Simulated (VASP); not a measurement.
Wanted: the native input for a VASP 6.6.1 run.

* Task: relaxation of cell and atoms
* Functional: PBE
* Potentials or basis: VASP PAW PBE potentials, release 64 (Al, W_sv)
* Cutoff: 600 eV
* k mesh: 6 × 6 × 4
* Occupations: gaussian, width 0.1 eV
* Spin: no spin polarisation
* Dipole correction: no
* Further INCAR settings: ALGO = Normal; EDIFF = 1e-06; IBRION = 2; EDIFFG = -0.04; NSW = 90; ISIF = 3

The structure of AlW3 lies in POSCAR:

```
AlW3
1.0
    3.3050131637      0.0000000000      0.0000000000
    0.0000000000      3.3050131637      0.0000000000
    0.0000000000      0.0000000000      5.7914212234
Al W
1 3
Direct
    0.0000000000      0.0000000000      0.0000000000
    0.5000000000      0.5000000000      0.7583814935
    0.0000000000      0.0000000000      0.5000000000
    0.5000000000      0.5000000000      0.2416185065
```

One way to write it, as run:

INCAR

```
  PREC = Accurate
  ENCUT = 600
  EDIFF = 1E-6
  ISMEAR = 0
  SIGMA = 0.1
  LREAL = F
  LASPH = T
  NELM = 100
  ALGO = Normal
  ISIF = 3
  LWAVE = F
  LCHARG = F
  GGA = PE
  IBRION = 2
  NSW = 90
  EDIFFG = -0.04
```

KPOINTS

```
regular mesh
0
Gamma
  6 6 4
```

Potentials or basis: VASP PAW PBE potentials, release 64 (Al, W_sv).

Command:

```sh
$ cat potpaw_PBE.64/Al/POTCAR potpaw_PBE.64/W_sv/POTCAR > POTCAR
$ mpirun -np 1 vasp_std > vasp.out
```

Results of the run:

```json
{
 "Relaxed volume": "15.84 Å³/atom",
 "Relaxed cell": "a = 3.309 Å, b = 3.309 Å, c = 5.787 Å, α = 90.00°, β = 90.00°, γ = 90.00°",
 "Space group after relaxing (to 0.05 Å)": "P4/mmm (No. 123)",
 "Energy gained by relaxing": "1.7 meV/atom",
 "Ionic steps": "7",
 "Pressure after relaxing": "0.0 GPa",
 "Largest force after relaxing": "0.007 eV/Å"
}
```

It took 2.1 min on 1 thread of Intel(R) Xeon(R) 6975P-C (Granite Rapids) (shared host), peak memory 0.23 GiB.
